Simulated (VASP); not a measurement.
**PtSe: single point with PBE+U**

The system is PtSe.

```
CELL_PARAMETERS angstrom
0.00000 2.65548 2.65548
2.65548 0.00000 2.65548
2.65548 2.65548 0.00000
ATOMIC_POSITIONS crystal
Pt 0.50000 0.50000 0.50000
Se 0.00000 0.00000 0.00000
```

- Program: VASP 6.6.1
- Task: single point
- Functional: PBE
- Potentials or basis: VASP PAW PBE potentials, release 64 (Pt, Se)
- Cutoff: 520 eV
- k mesh: 8 × 8 × 8
- Occupations: fermi-dirac, width 0.05 eV
- Spin: no spin polarisation
- Hubbard terms: Pt d U = 8.0 eV

```yaml
Pressure: -8.7 GPa
Band_gap_on_the_k_mesh: zero (bands 8 and 9 overlap by 4.43 eV)
```

Levels at points of the mesh, in eV from the Fermi level:
```csv
k point,band 4,band 5,band 6,band 7,band 8,band 9,band 10,band 11,band 12,band 13
"(0.00, 0.00, 0.00)",-4.97,-3.79,-3.79,-0.87,-0.87,-0.87,2.16,10.74,11.03,11.03
"(0.50, 0.00, 0.00)",-5.84,-4.00,-4.00,-3.04,2.70,2.70,4.17,7.19,7.19,9.39
"(0.50, 0.50, 0.00)",-3.90,-3.90,-3.36,-2.46,-2.46,-1.73,1.01,8.01,12.10,14.05
```

Eigenvalues of the final occupation matrices:
```csv
site,spin,trace,eigenvalues
site 1 d,1,4.53,0.81 0.81 0.97 0.97 0.97
site 1 d,2,4.53,0.81 0.81 0.97 0.97 0.97
```

It took 29 s on 1 thread of Intel Xeon 8259CL (shared host), peak memory 0.17 GiB.

Caveat: the cell stands under tension; spin-orbit coupling is left out, which moves the levels of the heavy elements; U without spin polarisation on a metal has little footing.
